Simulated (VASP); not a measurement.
# Al6N (P3m1) in VASP: a series of runs, part 2 of 2

VASP 6.6.1. Earlier steps stand in the parts before.

### Step 3. Single point, PBE (volume scaled by 1.03, then relaxed in part)

Contents of INCAR:

```
PREC = Accurate
ENCUT = 520
EDIFF = 1E-7
ISMEAR = 0
SIGMA = 0.1
LREAL = F
LASPH = T
NELM = 60
ALGO = Normal
ISIF = 2
LWAVE = F
LCHARG = T
GGA = PE
LELF = T
LVHAR = T
NBANDS = 36
```

Contents of KPOINTS:

```
regular mesh
0
Gamma
  12 12 2
```

Contents of POSCAR:

```
Al6N
1.0
    3.0131607106      0.0000000000      0.0000000000
   -1.5065803553      2.6094737211      0.0000000000
    0.0000000000      0.0000000000     28.1653898055
Al N
12 2
Direct
    0.6666666667      0.3333333333      0.6758533013
    0.0000000000      0.0000000000      0.7566025915
    0.3333333333      0.6666666667      0.8381997894
    0.3333333333      0.6666666667      0.5944807323
    0.3333333333      0.6666666667      0.0906564995
    0.6666666667      0.3333333333      0.1836089873
    0.0000000000      0.0000000000     -0.0011106625
    0.0000000000      0.0000000000      0.2707365773
    0.6666666667      0.3333333333      0.9197061784
    0.6666666667      0.3333333333      0.4313814308
    0.0000000000      0.0000000000      0.5130156819
    0.3333333333      0.6666666667      0.3501852782
    0.0000000000      0.0000000000      0.0668588022
    0.3333333333      0.6666666667      0.1581248121
```

Potentials or basis: VASP PAW PBE potentials, release 64 (Al, N).

Launch:

```console
cat potpaw_PBE.64/Al/POTCAR potpaw_PBE.64/N/POTCAR > POTCAR
mpirun -np 1 vasp_std > vasp.out
```

OUTCAR:

```text
PREC = Accurate
   ENCUT = 520
   EDIFF = 1E-7
   ISMEAR = 0
   LREAL = F
   LASPH = T
   NELM = 60
   ISIF = 2
   GGA = PE

 ion  position               nearest neighbor table
   1  0.667  0.333  0.676-   2 2.86   2 2.86   2 2.86   4 2.88   4 2.88   4 2.88
   2  0.000  0.000  0.757-   1 2.86   1 2.86   1 2.86   3 2.88   3 2.88   3 2.88
   3  0.333  0.667  0.838-   9 2.88   9 2.88   9 2.88   2 2.88   2 2.88   2 2.88
   4  0.333  0.667  0.594-   1 2.88   1 2.88   1 2.88  11 2.88  11 2.88  11 2.88
   5  0.333  0.667  0.091-  13 1.86  13 1.86  13 1.86  14 1.90   7 3.12   7 3.12   7 3.12   6 3.14
                             6 3.14   6 3.14
   6  0.667  0.333  0.184-  14 1.88  14 1.88  14 1.88   8 3.01   8 3.01   8 3.01   5 3.14   5 3.14
                             5 3.14
   7  0.000  0.000  0.999-  13 1.91   9 2.83   9 2.83   9 2.83   5 3.12   5 3.12   5 3.12
   8  0.000  0.000  0.271-  12 2.83  12 2.83  12 2.83   6 3.01   6 3.01   6 3.01
   9  0.667  0.333  0.920-   7 2.83   7 2.83   7 2.83   3 2.88   3 2.88   3 2.88
  10  0.667  0.333  0.431-  12 2.87  12 2.87  12 2.87  11 2.88  11 2.88  11 2.88
  11  0.000  0.000  0.513-   4 2.88   4 2.88   4 2.88  10 2.88  10 2.88  10 2.88
  12  0.333  0.667  0.350-   8 2.83   8 2.83   8 2.83  10 2.87  10 2.87  10 2.87
  13  0.000  0.000  0.067-   5 1.86   5 1.86   5 1.86   7 1.91
  14  0.333  0.667  0.158-   6 1.88   6 1.88   6 1.88   5 1.90

  LATTYP: Found a hexagonal cell.
 ALAT       =     3.0131607106
 C/A-ratio  =     9.3474568769

  Lattice vectors:

 A1 = (   3.0131607106,   0.0000000000,   0.0000000000)
 A2 = (  -1.5065803553,   2.6094737211,   0.0000000000)
 A3 = (   0.0000000000,   0.0000000000,  28.1653898055)

Analysis of symmetry for initial positions (statically):
=====================================================================
 Subroutine PRICEL returns:
 Original cell was already a primitive cell.

 Routine SETGRP: Setting up the symmetry group for a
 hexagonal supercell.

 Subroutine GETGRP returns: Found  6 space group operations
[... 178 lines left out ...]
   NGX = 11   NGY = 11   NGZ =105

 number of electron      46.0000000 magnetization

 Free energy of the ion-electron system (eV)
  ---------------------------------------------------
  ext. energy  EPLUGINS =         0.00000000
  ---------------------------------------------------
  free energy    TOTEN  =       -65.81075546 eV

  energy without entropy =      -65.78945452  energy(sigma->0) =      -65.80010499

 E-fermi :   7.3462     XC(G=0): -10.0883

 val. band max:        7.3378060078   @ k =   0.1667   0.1667   0.0000
 cond. band min:       7.4004011027   @ k =   0.4167   0.0833   0.5000
 fundamental gap:      0.0625950949
 Fermi energy:         7.3461583263

 k-point     1 :       0.0000    0.0000    0.0000
  band No.  band energies     occupation
      1      -9.7048      2.00000
      2      -8.7495      2.00000
      3      -3.1571      2.00000
      4      -2.9865      2.00000
      5      -2.7304      2.00000
      6      -2.2673      2.00000
[... 901 lines left out ...]
     34      12.1367      0.00000
     35      12.3269      0.00000

 [... further k-points ...]

 [bands above 35 left out]

------------------------ aborting loop because EDIFF is reached ----------------------------------------

  FORCE on cell =-STRESS in cart. coord.  units (eV):
  Direction    XX          YY          ZZ          XY          YZ          ZX
  --------------------------------------------------------------------------------------
  -------------------------------------------------------------------------------------
  Total       -3.3793987     -3.3793987     -3.4314827     -0.0000000      0.0000000      0.0000000
  in kB      -24.4488833    -24.4488833    -24.8256948     -0.0000000      0.0000000      0.0000000
  external PRESSURE =     -24.5744871 kB  Pullay stress =       0.0000000 kB

 VOLUME and BASIS-vectors are now :
 -----------------------------------------------------------------------------
  energy-cutoff  :      520.00
  volume of cell :      221.46
      direct lattice vectors                 reciprocal lattice vectors
     3.013160711  0.000000000  0.000000000     0.331877419  0.191609517  0.000000000
    -1.506580355  2.609473721  0.000000000     0.000000000  0.383219035  0.000000000
     0.000000000  0.000000000 28.165389805     0.000000000  0.000000000  0.035504568

 POSITION                                       TOTAL-FORCE (eV/Angst)
 -----------------------------------------------------------------------------------
      1.50658      0.86982     19.03567         0.000000     -0.000000     -0.000622
      0.00000      0.00000     21.31001         0.000000     -0.000000     -0.000409
     -0.00000      1.73965     23.60822         0.000000     -0.000000     -0.001927
     -0.00000      1.73965     16.74378         0.000000     -0.000000     -0.002155
     -0.00000      1.73965      2.55338        -0.000000      0.000000      0.001359
      1.50658      0.86982      5.17142        -0.000000     -0.000000     -0.012663
      0.00000      0.00000     28.13411         0.000000     -0.000000      0.000759
      0.00000      0.00000      7.62540        -0.000000     -0.000000     -0.004827
      1.50658      0.86982     25.90388         0.000000     -0.000000      0.001561
      1.50658      0.86982     12.15003         0.000000     -0.000000      0.006899
      0.00000      0.00000     14.44929         0.000000     -0.000000      0.004994
     -0.00000      1.73965      9.86310         0.000000     -0.000000     -0.006290
      0.00000      0.00000      1.88310         0.000000     -0.000000      0.010417
     -0.00000      1.73965      4.45365        -0.000000      0.000000      0.002904
 -----------------------------------------------------------------------------------
    total drift:                               -0.000000      0.000000     -0.000212

  FREE ENERGIE OF THE ION-ELECTRON SYSTEM (eV)
  ---------------------------------------------------
  free  energy   TOTEN  =       -65.8107554596 eV

  energy  without entropy=      -65.7894545247  energy(sigma->0) =      -65.80010499
```

OSZICAR:

```text
N       E                     dE             d eps       ncg     rms          rms(c)
DAV:   1     0.107475404778E+03    0.10748E+03   -0.17058E+04  2736   0.104E+03
[... 13 lines left out ...]
DAV:  15    -0.658108059029E+02   -0.17605E-04   -0.95248E-04  3232   0.145E-01    0.363E-02
DAV:  16    -0.658107587128E+02    0.47190E-04   -0.31848E-04  3224   0.783E-02    0.299E-02
DAV:  17    -0.658107583976E+02    0.31516E-06   -0.42953E-05  3384   0.277E-02    0.223E-02
DAV:  18    -0.658107560048E+02    0.23928E-05   -0.10316E-05  3408   0.175E-02    0.861E-03
DAV:  19    -0.658107554457E+02    0.55917E-06   -0.85132E-06  3408   0.141E-02    0.366E-03
DAV:  20    -0.658107554922E+02   -0.46565E-07   -0.16008E-06  3268   0.594E-03    0.247E-03
DAV:  21    -0.658107554596E+02    0.32577E-07   -0.34149E-07  2856   0.232E-03
   1 F= -.65810755E+02 E0= -.65800105E+02  d E =-.213009E-01
```

It took 5.9 min on 1 thread of Intel Xeon Platinum 8559C (Emerald Rapids), shared host; peak memory 0.45 GiB.

Results:

- Free energy: -65.8108 eV
- Pressure: -2.5 GPa
- Largest force: 0.013 eV/Å
- Band gap on the k mesh: zero (band 23 reaches 10.56 eV, above the bottom of band 24 at 5.79 eV)

Forces in eV/Å, atoms in the order of the input:
```
Al   0.000  0.000 -0.001
Al   0.000  0.000  0.000
Al   0.000  0.000 -0.002
Al   0.000  0.000 -0.002
Al   0.000  0.000  0.001
Al   0.000  0.000 -0.013
Al   0.000  0.000  0.001
Al   0.000  0.000 -0.005
Al   0.000  0.000  0.002
Al   0.000  0.000  0.007
Al   0.000  0.000  0.005
Al   0.000  0.000 -0.006
N    0.000  0.000  0.010
N    0.000  0.000  0.003
```

### Step 4. Single point, PBE (volume scaled by 1.06, then relaxed in part)

Contents of INCAR:

```
SYSTEM = Al6N
PREC = Accurate
ENCUT = 520
EDIFF = 1E-7
ISMEAR = 0
SIGMA = 0.1
LREAL = .FALSE.
LASPH = .TRUE.
NELM = 100
ALGO = Normal
ISIF = 2
LWAVE = .FALSE.
LCHARG = .FALSE.
GGA = PE
NBANDS = 36
```

Contents of KPOINTS:

```
regular mesh
0
G
  12 12 2
  0 0 0
```

Contents of POSCAR:

```
Al6N
1.0
    3.0410904317      0.0000000000      0.0000000000
   -1.5205452158      2.6336615690      0.0000000000
    0.0000000000      0.0000000000     28.4557691567
Al N
12 2
Direct
    0.6666666667      0.3333333333      0.6760183130
    0.0000000000      0.0000000000      0.7569233612
    0.3333333333      0.6666666667      0.8387562365
    0.3333333333      0.6666666667      0.5945029479
    0.3333333333      0.6666666667      0.0906367460
    0.6666666667      0.3333333333      0.1827028393
    0.0000000000      0.0000000000     -0.0002613488
    0.0000000000      0.0000000000      0.2700983759
    0.6666666667      0.3333333333      0.9204858285
    0.6666666667      0.3333333333      0.4309458795
    0.0000000000      0.0000000000      0.5127840745
    0.3333333333      0.6666666667      0.3494675991
    0.0000000000      0.0000000000      0.0674244009
    0.3333333333      0.6666666667      0.1578147462
```

Launch:

```console
cat potpaw_PBE.64/Al/POTCAR potpaw_PBE.64/N/POTCAR > POTCAR
mpirun -np 1 vasp_std > vasp.out
```

Run time: 6 min. Hardware: 1 thread of Intel Xeon Platinum 8559C (Emerald Rapids), shared host; peak memory 0.47 GiB.

Results (log left out):

* Free energy: -65.6713 eV
* Pressure: -4.5 GPa
* Largest force: 0.014 eV/Å
* Band gap on the k mesh: zero (band 23 reaches 10.19 eV, above the bottom of band 24 at 5.57 eV)

Forces in eV/Å, atoms in the order of the input:
```
Al   0.000  0.000  0.000
Al   0.000  0.000  0.000
Al   0.000  0.000  0.000
Al   0.000  0.000  0.001
Al   0.000  0.000 -0.002
Al   0.000  0.000 -0.014
Al   0.000  0.000 -0.004
Al   0.000  0.000  0.007
Al   0.000  0.000  0.000
Al   0.000  0.000 -0.001
Al   0.000  0.000 -0.001
Al   0.000  0.000 -0.001
N    0.000  0.000  0.012
N    0.000  0.000  0.005
```

Levels at points of the mesh, in eV from the Fermi level:
```
           k point  band 19  band 20  band 21  band 22  band 23  band 24  band 25  band 26  band 27  band 28
(0.00, 0.00, 0.00)    -2.24    -1.17    -0.33     1.43     2.31     4.21     4.39     5.85     6.55     8.20
(0.50, 0.00, 0.00)    -3.01    -2.94    -2.45    -1.91    -1.29    -1.15    -0.27    -0.21     0.52     0.67
(0.00, 0.00, 0.50)    -2.24    -1.63     0.10     0.99     2.83     3.48     5.23     5.32     6.74     7.94
(0.50, 0.00, 0.50)    -2.94    -2.91    -2.43    -2.06    -1.15    -1.09    -0.41    -0.31     0.67     0.81
```

### Step 5. Summary

```csv
cell,gap on the mesh (eV),pressure (GPa),largest force (eV/Å)
"a = 2.984, b = 2.984, c = 27.878 Å, angles 90.0, 90.0, 120.0°, 14 atoms",none,-0.1,0.01
"a = 3.013, b = 3.013, c = 28.165 Å, angles 90.0, 90.0, 120.0°, 14 atoms",none,-2.5,0.01
"a = 3.041, b = 3.041, c = 28.456 Å, angles 90.0, 90.0, 120.0°, 14 atoms",none,-4.5,0.01
```

Alike in all rows: task single point; level PBE; potentials or basis VASP PAW PBE potentials, release 64 (Al, N); no spin polarisation; k mesh 12 × 12 × 2; cutoff (eV) 520; smearing gaussian 0.1 eV.

Total energies depend on the potentials used, so only differences within one code and one set of settings carry meaning.
